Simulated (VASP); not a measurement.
HfAl3N, 5 atoms in the cell. Symmetry: Pm-3m, No. 221, cubic system. The conventional cell has a = 4.188 Å, b = 4.188 Å, c = 4.188 Å, α = 90.00°, β = 90.00°, γ = 90.00°. Hf (site symmetry m-3m) has 12 Al at 2.96 Å and 8 N at 3.63 Å within 3.9 Å. Al (site symmetry 4/mmm) has 2 N at 2.09 Å within 2.8 Å. N (site symmetry m-3m) has 6 Al at 2.09 Å within 2.8 Å. 

| Property | Result |
| --- | --- |
| Program | VASP 6.6.1 |
| Task | single point |
| Functional | PBE |
| Potentials or basis | VASP PAW PBE potentials, release 64 (Hf_pv, Al, N) |
| Cutoff | 520 eV |
| k mesh | 10 × 10 × 10 |
| Occupations | gaussian, width 0.1 eV |
| Spin | no spin polarisation |
| Dipole correction | no |
| Further INCAR settings | ALGO = Normal; EDIFF = 1e-07; NBANDS = 20 |

Potentials or basis: VASP PAW PBE potentials, release 64 (Hf_pv, Al, N).

Run with:

```bash
$ cat potpaw_PBE.64/Hf_pv/POTCAR potpaw_PBE.64/Al/POTCAR potpaw_PBE.64/N/POTCAR > POTCAR
$ mpirun -np 1 vasp_std > vasp.out
```

Hardware: 1 thread of Intel(R) Xeon(R) 6975P-C (Granite Rapids), on a shared host.

Task: Estimate the wall time of this run.

Result: Run time: 46 s on 1 thread of Intel(R) Xeon(R) 6975P-C (Granite Rapids), on a shared host, peak memory 0.22 GiB. Counts: scf iterations 16, k points 56.
